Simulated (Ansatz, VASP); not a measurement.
Cu5Mo: VASP beside Ansatz

```
CELL_PARAMETERS angstrom
3.99214 0.00000 0.00000
-1.99607 3.45730 0.00000
0.00000 0.00000 9.45047
ATOMIC_POSITIONS crystal
Cu 0.33333 0.66667 0.50000
Cu 0.66667 0.33333 0.50000
Cu 0.00000 0.00000 0.25560
Cu 0.00000 0.00000 0.74440
Cu 0.00000 0.00000 0.50000
Mo 0.00000 0.00000 0.00000
```

Alike in both runs: functional PBE; k mesh 5 × 5 × 3; occupations gaussian, width 0.2 eV; no spin polarisation.

Ansatz relaxed the structure, and its values are those at the end. VASP's run is a single point on that final structure, the one shown.

```csv
,VASP,Ansatz
version,VASP 6.6.1,Ansatz 0.2.0
potentials or method,"VASP PAW PBE potentials, release 64 (Cu, Mo_sv), cutoff 600 eV","scalar-relativistic, plane waves, PAW"
valence electrons in the cell,69,109
```

|  | VASP | Ansatz | Ansatz less VASP |
| --- | --- | --- | --- |
| gap on the k mesh at the Fermi level (eV) | none | none | - |
| pressure (GPa) | 0.1 | -0.1 | -0.21 |
| rms of the force components (eV/Å) | 0.001 | 0.005 | +0.0043 |

A gap of «none» marks a metal or a gap that the smearing closes. VASP's potentials hold 69 valence electrons a cell and Ansatz's 109, so a difference there can come from the potentials and not from the codes.

The k mesh is coarse, so the values compare programs but aren't converged.
